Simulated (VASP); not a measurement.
# MgO in VASP: single point with PBE

Aim: the single point of MgO with PBE.

Everything below comes from runs of VASP 6.6.1. Logs are shortened: lines on timing, memory, paths and dates and some standing lists are left out, and cuts for length are marked.

## 1. The cell of the first run

The typed cell holds 8 atoms: a = 3.009 Å, b = 5.209 Å, c = 5.209 Å, α = 109.47°, β = 90.00°, γ = 90.00°.

## 2. Single point, PBE

File INCAR:

```
SYSTEM = MgO
ALGO = Normal ; EDIFF = 1E-7
ENCUT = 520 ; GGA = PE
ISIF = 2 ; ISMEAR = 0
LASPH = .TRUE. ; LCHARG = .FALSE.
LREAL = .FALSE. ; LWAVE = .FALSE.
NBANDS = 26 ; NELM = 80
PREC = Accurate ; SIGMA = 0.1
```

File KPOINTS:

```
k-points
0
G
  4 4 4
  0 0 0
```

File POSCAR:

```
MgO
1.0
    2.1278937773      2.1277605147      0.0000235860
    2.1267805794     -2.1266096582      4.2528883944
    2.1266847101     -2.1265161352     -4.2527811239
Mg O
4 4
Direct
   -0.0000045361     -0.0000020384     -0.0000028584
    0.4999984896      0.4999972848     -0.0000034866
    0.5000029334      0.9999922867      0.4999971087
    0.0000057228      0.4999927890      0.4999970642
    0.0000025444      0.2500050435      0.7500052518
    0.4999987791      0.7500051196      0.7500039498
    0.5000007147      0.2500071207      0.2500019449
   -0.0000046479      0.7500023942      0.2500010254
```

Potentials or basis: VASP PAW PBE potentials, release 64 (Mg, O).

The run is started by

```bash
> cat potpaw_PBE.64/Mg/POTCAR potpaw_PBE.64/O/POTCAR > POTCAR
> mpirun -np 1 vasp_std > vasp.out
```

OUTCAR:

```text
SYSTEM = MgO
   EDIFF = 1E-7
   ENCUT = 520
   GGA = PE
   ISIF = 2
   ISMEAR = 0
   LASPH = .TRUE.
   LREAL = .FALSE.
   NELM = 80
   PREC = Accurate

 ion  position               nearest neighbor table
   1  1.000  1.000  1.000-   5 2.13   8 2.13   6 2.13   7 2.13   6 2.13   7 2.13   4 3.01   4 3.01
                             3 3.01   3 3.01   2 3.01   2 3.01   3 3.01   3 3.01   2 3.01   2 3.01
   2  0.500  0.500  1.000-   7 2.13   6 2.13   5 2.13   8 2.13   5 2.13   8 2.13   3 3.01   3 3.01
                             4 3.01   4 3.01   1 3.01   1 3.01   4 3.01   4 3.01   1 3.01   1 3.01
   3  0.500  1.000  0.500-   6 2.13   7 2.13   8 2.13   5 2.13   8 2.13   5 2.13   2 3.01   2 3.01
                             1 3.01   1 3.01   4 3.01   4 3.01   1 3.01   1 3.01   4 3.01   4 3.01
   4  0.000  0.500  0.500-   5 2.13   8 2.13   7 2.13   6 2.13   7 2.13   6 2.13   1 3.01   1 3.01
                             2 3.01   2 3.01   3 3.01   3 3.01   2 3.01   2 3.01   3 3.01   3 3.01
   5  0.000  0.250  0.750-   4 2.13   1 2.13   2 2.13   3 2.13   2 2.13   3 2.13
   6  0.500  0.750  0.750-   3 2.13   2 2.13   1 2.13   4 2.13   1 2.13   4 2.13
   7  0.500  0.250  0.250-   2 2.13   3 2.13   4 2.13   1 2.13   4 2.13   1 2.13
   8  1.000  0.750  0.250-   1 2.13   4 2.13   3 2.13   2 2.13   3 2.13   2 2.13

  LATTYP: Found a simple monoclinic cell.
 ALAT       =     8.5056695194
 B/A-ratio  =     0.3537877886
 C/A-ratio  =     1.5411007330
 COS(beta)  =    -0.9733225706

  Lattice vectors:

 A1 = (  -0.0000958693,   0.0000935230,  -8.5056695183)
 A2 = (  -2.1278937773,  -2.1277605147,  -0.0000235860)
 A3 = (  -2.1265888408,   2.1264226122,  12.7584506422)

Analysis of symmetry for initial positions (statically):
=====================================================================
 Subroutine PRICEL returns following result:

  LATTYP: Found a base centered monoclinic cell.
 ALAT       =    13.1080935308
 B/A-ratio  =     0.2295696329
 C/A-ratio  =     0.6488868499
 COS(beta)  =    -0.9733225706

  Lattice vectors:

 A1 = (  -2.1272463080,  -0.0006768285,   6.3792164064)
 A2 = (   0.0006574672,   2.1270994407,   6.3792342358)
 A3 = (  -0.0000958693,   0.0000935230,  -8.5056695183)

   2 primitive cells build up your supercell.

 Routine SETGRP: Setting up the symmetry group for a
 simple monoclinic supercell.

 Subroutine GETGRP returns: Found  1 space group operations
 (whereof  1 operations were pure point group operations)
 out of a pool of  4 trial point group operations.

The static configuration has the point symmetry C_1 .

Analysis of symmetry for dynamics (positions and initial velocities):
[... 130 lines left out ...]
   EDIFFG = 0.1E-05   stopping-criterion for IOM
   NSW    =      0    number of steps for IOM
   IBRION =     -1    ionic relax: 0-MD 1-quasi-New 2-CG
   NFREE  =      0    steps in history (QN), initial steepest desc. (CG)
   ISIF   =      2    stress and relaxation
   ISYM   =      2    0-nonsym 1-usesym 2-fastsym
   POTIM  = 0.5000    time-step for ionic-motion
   TEBEG  =    0.0;   TEEND  =   0.0 temperature during run
   PSTRESS=    0.0 pullay stress
   NELECT =      32.0000    total number of electrons
   NUPDOWN=      -1.0000    fix difference up-down
   EMIN   =  10.00;   EMAX   =-10.00  energy-range for DOS
   EFERMI =   0.00;   METHOD = LEGACY
   ISMEAR =     0;   SIGMA  =   0.10  broadening in eV -4-tet -1-fermi 0-gaus
   EFERMI_NEDOS =   21; number of points for ismear=-14 and -15
   IALGO  =     38    algorithm
   IMIX   =      4    mixing-type and parameters
     AMIX     =   0.40;   BMIX     =  1.00
     AMIX_MAG =   1.60;   BMIX_MAG =  1.00
  volume/ion in A,a.u.               =       9.62        64.93
  Fermi-wavevector in a.u.,A,eV,Ry     =   1.221803  2.308874 20.310828  1.492804
  Thomas-Fermi vector in A             =   2.356973
   LORBIT       =      0    0 simple, 1 ext, 2 COOP (PROOUT), +10 PAW based schemes
   GGA     = PE    functional components
   LHFCALC =     F    Hartree Fock is set to
   AEXX    =    0.0000 exact exchange contribution
   IVDW    =     0    specifies the selected vdW correction
   LEPSILON=     F    determine dielectric tensor
   LRPA    =     F    only Hartree local field effects (RPA)
 non-spin polarized calculation
 Gauss-broadening in eV      SIGMA  =   0.10
  energy-cutoff  :      520.00
  volume of cell :       76.98
 maximum number of plane-waves:      2104
 NGX is ok and might be reduce to    24
   NGX = 11   NGY = 19   NGZ = 19

 number of electron      31.9999981 magnetization

 Free energy of the ion-electron system (eV)
  ---------------------------------------------------
  ext. energy  EPLUGINS =         0.00000000
  ---------------------------------------------------
  free energy    TOTEN  =       -47.63837925 eV

  energy without entropy =      -47.63837925  energy(sigma->0) =      -47.63837925

 E-fermi :   3.4349     XC(G=0): -10.9384

 val. band max:        2.9723841587   @ k =   0.0000   0.0000   0.0000
 cond. band min:       7.4120289545   @ k =   0.0000   0.0000   0.0000
 fundamental gap:      4.4396447958
 Fermi energy:         3.4348756944

 k-point     1 :       0.0000    0.0000    0.0000
  band No.  band energies     occupation
      1     -14.1441      2.00000
      2     -12.9321      2.00000
      3     -12.9320      2.00000
      4     -12.6847      2.00000
      5      -1.5179      2.00000
      6      -1.5178      2.00000
[... 685 lines left out ...]
     25      15.1868      0.00000
     26      16.5661      0.00000

 [... further k-points ...]
[... 5 lines left out ...]
  --------------------------------------------------------------------------------------
  -------------------------------------------------------------------------------------
  Total       -0.3564448     -0.3503673     -0.3572178      0.0018549      0.0012307     -0.0020112
  in kB       -7.4187786     -7.2922862     -7.4348689      0.0386067      0.0256148     -0.0418601
  external PRESSURE =      -7.3819779 kB  Pullay stress =       0.0000000 kB

 VOLUME and BASIS-vectors are now :
 -----------------------------------------------------------------------------
  energy-cutoff  :      520.00
  volume of cell :       76.98
      direct lattice vectors                 reciprocal lattice vectors
     2.127893777  2.127760515  0.000023586     0.234972115  0.234990872 -0.000000065
     2.126780579 -2.126609658  4.252888394     0.117550088 -0.117558754  0.117566023
     2.126684710 -2.126516135 -4.252781124     0.117554357 -0.117560416 -0.117571258

 POSITION                                       TOTAL-FORCE (eV/Angst)
 -----------------------------------------------------------------------------------
      6.38134     -2.12536      0.00013         0.000171     -0.000104      0.000002
      4.25401     -2.12593     -2.12632         0.000171     -0.000104      0.000002
      4.25405     -2.12596      2.12649         0.000125     -0.000245      0.000152
      2.12672     -2.12653      0.00004         0.000125     -0.000245      0.000152
      2.12674     -2.12656     -2.12636        -0.000240      0.000228      0.000012
      4.25406     -2.12599      0.00010        -0.000240      0.000228      0.000012
      2.12733      0.00058      0.00006        -0.000056      0.000121     -0.000166
      4.25465      0.00116      2.12650        -0.000056      0.000121     -0.000166
 -----------------------------------------------------------------------------------
    total drift:                                0.000001     -0.000001     -0.000001

  FREE ENERGIE OF THE ION-ELECTRON SYSTEM (eV)
  ---------------------------------------------------
  free  energy   TOTEN  =       -47.6383792512 eV

  energy  without entropy=      -47.6383792512  energy(sigma->0) =      -47.63837925
```

stdout:

```text
POSCAR found type information on POSCAR MgO
 POSCAR found :  2 types and       8 ions
 scaLAPACK will be used
 -----------------------------------------------------------------------------
|                                                                             |
|           W    W    AA    RRRRR   N    N  II  N    N   GGGG   !!!           |
|           W    W   A  A   R    R  NN   N  II  NN   N  G    G  !!!           |
[... 18 lines left out ...]
 -----------------------------------------------------------------------------

 LDA part: xc-table for (Slater+PW92), standard interpolation
 POSCAR, INCAR and KPOINTS ok, starting setup
 FFT: planning ... GRIDC
 FFT: planning ... GRID_SOFT
 FFT: planning ... GRID
 WAVECAR not read
 entering main loop
```

Wall time 46 s (1 thread of Intel Xeon Platinum 8259CL at 2.50GHz (Skylake/Cascade Lake), shared host); peak memory 0.22 GiB.

What came out:

```yaml
Free_energy: -47.6384 eV
Pressure: -0.7 GPa
Band_gap_on_the_k_mesh: 4.44 eV
```

Levels at points of the mesh, in eV from the valence-band top:
| k point | band 13 | band 14 | band 15 | band 16 | band 17 | band 18 | band 19 | band 20 |
| --- | --- | --- | --- | --- | --- | --- | --- | --- |
| (0.00, 0.00, 0.00) | -0.62 | 0.00 | 0.00 | 0.00 | 4.44 | 7.70 | 7.70 | 9.08 |
| (0.50, 0.00, 0.00) | -1.72 | -1.72 | -0.62 | -0.62 | 9.20 | 9.20 | 11.44 | 11.44 |
| (0.00, 0.50, 0.00) | -0.33 | -0.33 | -0.33 | -0.33 | 6.82 | 6.82 | 9.48 | 9.48 |
| (0.00, 0.00, 0.50) | -0.33 | -0.33 | -0.33 | -0.33 | 6.82 | 6.82 | 9.48 | 9.48 |
| (0.50, 0.50, 0.00) | -0.98 | -0.98 | -0.98 | -0.98 | 9.49 | 9.49 | 9.49 | 9.49 |
| (0.50, 0.00, 0.50) | -0.98 | -0.98 | -0.98 | -0.98 | 9.49 | 9.49 | 9.49 | 9.49 |
| (0.00, 0.50, 0.50) | -0.71 | -0.71 | -0.63 | -0.63 | 7.77 | 7.77 | 9.20 | 9.20 |
| (0.50, 0.50, 0.50) | -0.62 | -0.62 | -0.62 | -0.62 | 7.71 | 7.71 | 9.08 | 9.08 |

Caveat: the k points lie up to 0.52 Å⁻¹ apart.
